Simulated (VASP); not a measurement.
**In3GaAs4: single point with r2SCAN**

The system is In3GaAs4.

```
Ga As In
1.0
    -2.99978    2.99978    5.99045
     2.99978   -2.99978    5.99045
     2.99978    2.99978   -5.99045
Ga As In
1 4 3
Direct
  0.00000 0.00000 0.00000
  0.35701 0.35701 0.47418
  0.11717 0.64299 0.00000
  0.88283 0.88283 0.52582
  0.64299 0.11717 0.00000
  0.75000 0.25000 0.50000
  0.50000 0.50000 0.00000
  0.25000 0.75000 0.50000
```

* Program: VASP 6.6.1
* Task: single point
* Functional: r2SCAN
* Potentials or basis: VASP PAW PBE potentials, release 64 (Ga_d, As, In_d)
* Cutoff: 520 eV
* k mesh: 6 × 6 × 6
* Occupations: fermi-dirac, width 0.02 eV
* Spin: no spin polarisation

| Quantity | Value |
| --- | --- |
| Pressure | 0.0 GPa |
| Band gap on the k mesh | 0.22 eV |

Forces on the atoms (eV/Å):
```
Ga   0.000  0.000  0.000
As   0.002  0.002 -0.001
As  -0.002  0.002  0.001
As  -0.002 -0.002 -0.001
As   0.002 -0.002  0.001
In   0.000  0.000  0.000
In   0.000  0.000  0.000
In   0.000  0.000  0.000
```

Levels at points of the mesh, in eV from the valence-band top:
| k point | band 34 | band 35 | band 36 | band 37 | band 38 | band 39 |
| --- | --- | --- | --- | --- | --- | --- |
| (0.00, 0.00, 0.00) | -0.03 | 0.00 | 0.00 | 0.22 | 1.84 | 2.22 |
| (0.50, 0.00, 0.00) | -1.89 | -1.15 | -1.05 | 2.95 | 3.31 | 3.31 |
| (0.50, 0.50, 0.00) | -0.97 | -0.93 | -0.83 | 1.12 | 1.37 | 2.64 |
| (0.50, 0.50, 0.50) | -1.58 | -1.33 | -1.33 | 1.87 | 1.87 | 2.18 |

Wall time 37 min on 1 thread of Oxide Virtual Turin-like Processor, on a shared host, peak memory 0.61 GiB.

Caveat: semilocal functionals underestimate gaps, and a narrow one can read as zero; the PAW data sets were made with another functional, which shifts forces and pressure a little; spin-orbit coupling is left out, which moves the levels of the heavy elements.
